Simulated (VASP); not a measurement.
# MgO (I4/mmm) in VASP: a series of runs, part 2 of 2

VASP 6.6.1. Earlier steps stand in the parts before.

## Step 4: Single point, r2SCAN (biaxial xy strain +4.6%)

The input, POSCAR:

```
MgO
1.0
    0.0000000000      2.1980262510      2.1021674168
    2.1980262510      0.0000000000      2.1021674168
    2.1980262510      2.1980262510      0.0000000000
Mg O
1 1
Direct
    0.0000000000      0.0000000000      0.0000000000
    0.5000000000      0.5000000000      0.5000000000
```

The input, INCAR.step1:

```
ALGO     = Normal         # electronic algorithm
EDIFF    = 1E-5           # SCF threshold, eV
ENCUT    = 660            # plane-wave cutoff, eV
GGA      = PE             # functional
GGA_COMPAT= F            
ISMEAR   = 0              # smearing method
LASPH    = T              # aspherical terms in the spheres
LCHARG   = F              # write CHGCAR
LREAL    = F              # projectors in reciprocal space
LWAVE    = T              # write WAVECAR
NBANDS   = 15             # bands
NELM     = 120            # most SCF steps
PREC     = Accurate       # precision mode
SIGMA    = 0.01           # smearing width, eV
```

The input, INCAR.step2:

```
ALGO     = Normal         # electronic algorithm
EDIFF    = 1E-6           # SCF threshold, eV
ENCUT    = 660            # plane-wave cutoff, eV
GGA_COMPAT= F            
ISIF     = 2              # what is computed and relaxed
ISMEAR   = 0              # smearing method
ISTART   = 1            
LASPH    = T              # aspherical terms in the spheres
LCHARG   = F              # write CHGCAR
LMIXTAU  = T            
LREAL    = F              # projectors in reciprocal space
LWAVE    = F              # write WAVECAR
METAGGA  = R2SCAN         # meta-GGA
NBANDS   = 15             # bands
NELM     = 120            # most SCF steps
PREC     = Accurate       # precision mode
SIGMA    = 0.01           # smearing width, eV
```

The input, KPOINTS:

```
k-points
0
Gamma
  10 10 10
```

Potentials or basis: VASP PAW PBE potentials, release 64 (Mg_sv, O).

Run with:

```sh
> cat potpaw_PBE.64/Mg_sv/POTCAR potpaw_PBE.64/O/POTCAR > POTCAR
> cp INCAR.step1 INCAR
> mpirun -np 1 vasp_std > vasp.out
> cp INCAR.step2 INCAR
> mpirun -np 1 vasp_std > vasp.out
```

OUTCAR:

```text
EDIFF = 1E-6
   ENCUT = 660
   ISIF = 2
   ISMEAR = 0
   ISTART = 1
   LASPH = T
   LREAL = F
   METAGGA = R2SCAN
   NELM = 120
   PREC = Accurate

 ion  position               nearest neighbor table
   1  0.000  0.000  0.000-   2 2.10   2 2.10
   2  0.500  0.500  0.500-   1 2.10   1 2.10

  LATTYP: Found a body centered tetragonal cell.
 ALAT       =     3.1084785346
 C/A-ratio  =     1.3525378370

  Lattice vectors:

 A1 = (   0.0000000000,  -2.1980262510,  -2.1021674168)
 A2 = (   0.0000000000,   2.1980262510,  -2.1021674168)
 A3 = (   2.1980262510,   0.0000000000,   2.1021674168)

Analysis of symmetry for initial positions (statically):
=====================================================================
 Subroutine PRICEL returns:
 Original cell was already a primitive cell.

 Routine SETGRP: Setting up the symmetry group for a
 body centered tetragonal supercell.

 Subroutine GETGRP returns: Found 16 space group operations
 (whereof 16 operations were pure point group operations)
 out of a pool of 16 trial point group operations.

The static configuration has the point symmetry D_4h.

Analysis of symmetry for dynamics (positions and initial velocities):
=====================================================================
 Subroutine PRICEL returns:
 Original cell was already a primitive cell.

 Routine SETGRP: Setting up the symmetry group for a
 body centered tetragonal supercell.

 Subroutine GETGRP returns: Found 16 space group operations
 (whereof 16 operations were pure point group operations)
 out of a pool of 16 trial point group operations.

The dynamic configuration has the point symmetry D_4h.

 Subroutine INISYM returns: Found 16 space group operations
 (whereof 16 operations are pure point group operations),
 and found     1 'primitive' translations

----------------------------------------------------------------------------------------

                                     Primitive cell

  volume of cell :      20.3125

  direct lattice vectors                    reciprocal lattice vectors
     0.000000000  2.198026251  2.102167417    -0.227476810  0.227476810  0.237849753
     2.198026251  0.000000000  2.102167417     0.227476810 -0.227476810  0.237849753
     2.198026251  2.198026251  0.000000000     0.227476810  0.227476810 -0.237849753

  length of vectors
     3.041451504  3.041451504  3.108478535     0.400079871  0.400079871  0.400079871

  position of ions in fractional coordinates (direct lattice)
     0.000000000  0.000000000  0.000000000
     0.500000000  0.500000000  0.500000000

  ion indices of the primitive-cell ions
   primitive index   ion index
                 1           1
                 2           2

----------------------------------------------------------------------------------------

 KPOINTS: k-points

Automatic generation of k-mesh.
 Grid dimensions read from file:
 generate k-points for:   10   10   10

 Generating k-lattice:

  Cartesian coordinates                     Fractional coordinates (reciprocal lattice)
[... 41 lines left out ...]
 [... further k-points ...]
   k-points           NKPTS =    102   k-points in BZ     NKDIM =    102   number of bands    NBANDS=     15
   number of dos      NEDOS =    301   number of ions     NIONS =      2
   total plane-waves  NPLWV =  21952
   dimension x,y,z NGX =    28 NGY =   28 NGZ =   28
   dimension x,y,z NGXF=    56 NGYF=   56 NGZF=   56
   ions per type =               1   1
   NGX,Y,Z   is equivalent  to a cutoff of  15.30, 15.30, 14.97 a.u.
   NGXF,Y,Z  is equivalent  to a cutoff of  30.61, 30.61, 29.95 a.u.
 SYSTEM =  unknown system
   PREC   = accura    normal or accurate (medium, high low for compatibility)
   ISTART =      1    job   : 0-new  1-cont  2-samecut
   ICHARG =      0    charge: 1-file 2-atom 10-const
   ISPIN  =      1    spin polarized calculation?
   LNONCOLLINEAR =      F non collinear calculations
   LSORBIT =      F    spin-orbit coupling
   LASPH  =      T    aspherical Exc in radial PAW
   ENCUT  =  660.0 eV  48.51 Ry    6.96 a.u.   6.37  6.37  6.51*2*pi/ulx,y,z
   NELM   =    120;   NELMIN=  2; NELMDL=  0     # of ELM steps
   EDIFF  = 0.1E-05   stopping-criterion for ELM
   LREAL  =      F    real-space projection
   EDIFFG = 0.1E-04   stopping-criterion for IOM
   NSW    =      0    number of steps for IOM
   IBRION =     -1    ionic relax: 0-MD 1-quasi-New 2-CG
   NFREE  =      0    steps in history (QN), initial steepest desc. (CG)
   ISIF   =      2    stress and relaxation
   ISYM   =      2    0-nonsym 1-usesym 2-fastsym
   POTIM  = 0.5000    time-step for ionic-motion
   TEBEG  =    0.0;   TEEND  =   0.0 temperature during run
   PSTRESS=    0.0 pullay stress
   NELECT =      16.0000    total number of electrons
   NUPDOWN=      -1.0000    fix difference up-down
   EMIN   =  10.00;   EMAX   =-10.00  energy-range for DOS
   EFERMI =   0.00;   METHOD = LEGACY
   ISMEAR =     0;   SIGMA  =   0.01  broadening in eV -4-tet -1-fermi 0-gaus
   EFERMI_NEDOS =   21; number of points for ismear=-14 and -15
   IALGO  =     38    algorithm
   IMIX   =      4    mixing-type and parameters
     AMIX     =   0.40;   BMIX     =  1.00
     AMIX_MAG =   1.60;   BMIX_MAG =  1.00
  volume/ion in A,a.u.               =      10.16        68.54
  Fermi-wavevector in a.u.,A,eV,Ry     =   1.511914  2.857104 31.101347  2.285885
  Thomas-Fermi vector in A             =   2.621908
   LORBIT       =      0    0 simple, 1 ext, 2 COOP (PROOUT), +10 PAW based schemes
   METAGGA = R2SCAN    functional components
   LHFCALC =     F    Hartree Fock is set to
   AEXX    =    0.0000 exact exchange contribution
   IVDW    =     0    specifies the selected vdW correction
   LEPSILON=     F    determine dielectric tensor
   LRPA    =     F    only Hartree local field effects (RPA)
 non-spin polarized calculation
 Gauss-broadening in eV      SIGMA  =   0.01
  energy-cutoff  :      660.00
  volume of cell :       20.31
 maximum number of plane-waves:       804
 NGX is ok and might be reduce to    28
   NGX = 13   NGY = 13   NGZ = 13

 number of electron      16.0000009 magnetization

 Free energy of the ion-electron system (eV)
  ---------------------------------------------------
  ext. energy  EPLUGINS =         0.00000000
  ---------------------------------------------------
  free energy    TOTEN  =       -16.09909125 eV

  energy without entropy =      -16.09909125  energy(sigma->0) =      -16.09909125

 E-fermi :   2.0771     XC(G=0): -11.5788

 val. band max:        1.9852007624   @ k =   0.0000   0.0000   0.0000
 cond. band min:       6.7995394656   @ k =   0.0000   0.0000   0.0000
 fundamental gap:      4.8143387033
 Fermi energy:         2.0770855736

 k-point     1 :       0.0000    0.0000    0.0000
  band No.  band energies     occupation
      1     -73.3395      2.00000
      2     -38.4496      2.00000
      3     -38.4495      2.00000
      4     -38.4170      2.00000
      5     -15.8402      2.00000
      6       1.8704      2.00000
      7       1.9852      2.00000
      8       1.9852      2.00000
      9       6.7995      0.00000
     10      18.1875      0.00000
     11      18.1875      0.00000
     12      18.6293      0.00000
     13      22.2056      0.00000
     14      23.2254      0.00000
[... 401 lines left out ...]
      2     -38.4729      2.00000
      3     -38.4669      2.00000
      4     -38.4554      2.00000
      5     -14.7569      2.00000
      6      -1.3316      2.00000
      7       0.6972      2.00000
      8       0.8594      2.00000
      9      11.7551      0.00000
     10      12.5755      0.00000
     11      16.3481      0.00000
     12      20.0513      0.00000
     13      20.3222      0.00000
     14      26.8907      0.00000
     15      29.2819      0.00000

 [... further k-points ...]

------------------------ aborting loop because EDIFF is reached ----------------------------------------

  FORCE on cell =-STRESS in cart. coord.  units (eV):
  Direction    XX          YY          ZZ          XY          YZ          ZX
  --------------------------------------------------------------------------------------
  -------------------------------------------------------------------------------------
  Total       -1.8363710     -1.8363710     -1.0378545      0.0000000      0.0000000      0.0000000
  in kB     -144.8464880   -144.8464880    -81.8623093      0.0000000      0.0000000      0.0000000
  external PRESSURE =    -123.8517618 kB  Pullay stress =       0.0000000 kB

 VOLUME and BASIS-vectors are now :
 -----------------------------------------------------------------------------
  energy-cutoff  :      660.00
  volume of cell :       20.31
      direct lattice vectors                 reciprocal lattice vectors
     0.000000000  2.198026251  2.102167417    -0.227476810  0.227476810  0.237849753
     2.198026251  0.000000000  2.102167417     0.227476810 -0.227476810  0.237849753
     2.198026251  2.198026251  0.000000000     0.227476810  0.227476810 -0.237849753

 POSITION                                       TOTAL-FORCE (eV/Angst)
 -----------------------------------------------------------------------------------
      0.00000      0.00000      0.00000        -0.000000      0.000000      0.000000
      2.19803      2.19803      2.10217         0.000000     -0.000000      0.000000
 -----------------------------------------------------------------------------------
    total drift:                                0.000000      0.000000      0.000000

  FREE ENERGIE OF THE ION-ELECTRON SYSTEM (eV)
  ---------------------------------------------------
  free  energy   TOTEN  =       -16.0990912508 eV

  energy  without entropy=      -16.0990912508  energy(sigma->0) =      -16.09909125
```

It took 5.4 min on 1 thread of AMD EPYC 7R43 (Zen 3), shared host; peak memory 0.14 GiB.

Results:

```
Free energy            : -16.0991 eV
Pressure               : -12.4 GPa
Band gap on the k mesh : 4.81 eV, direct
```

Caveat: the cell differs from its parent crystal (biaxial xy strain +4.6%); the PAW data sets were made with another functional, which shifts forces and pressure a little.

## Step 5: The runs side by side

| level | potentials or basis | cutoff (eV) | smearing | second run | gap on the mesh (eV) | pressure (GPa) |
| --- | --- | --- | --- | --- | --- | --- |
| PBE | VASP PAW PBE potentials, release 64 (Mg, O) | 520 | fermi-dirac 0.02 eV | - | 3.91 | -7.4 |
| r2SCAN | VASP PAW PBE potentials, release 64 (Mg, O) | 520 | gaussian 0.01 eV | - | 4.75 | -12.9 |
| r2SCAN | VASP PAW PBE potentials, release 64 (Mg_sv, O) | 660 | gaussian 0.01 eV | valence_matched | 4.81 | -12.4 |

Alike in all rows: task single point; no spin polarisation; cell as given; k mesh 10 × 10 × 10.

Caveats: the PAW data sets were made with another functional, which shifts forces and pressure a little (some runs).

Absolute energies hang on the potentials; compare differences alone.
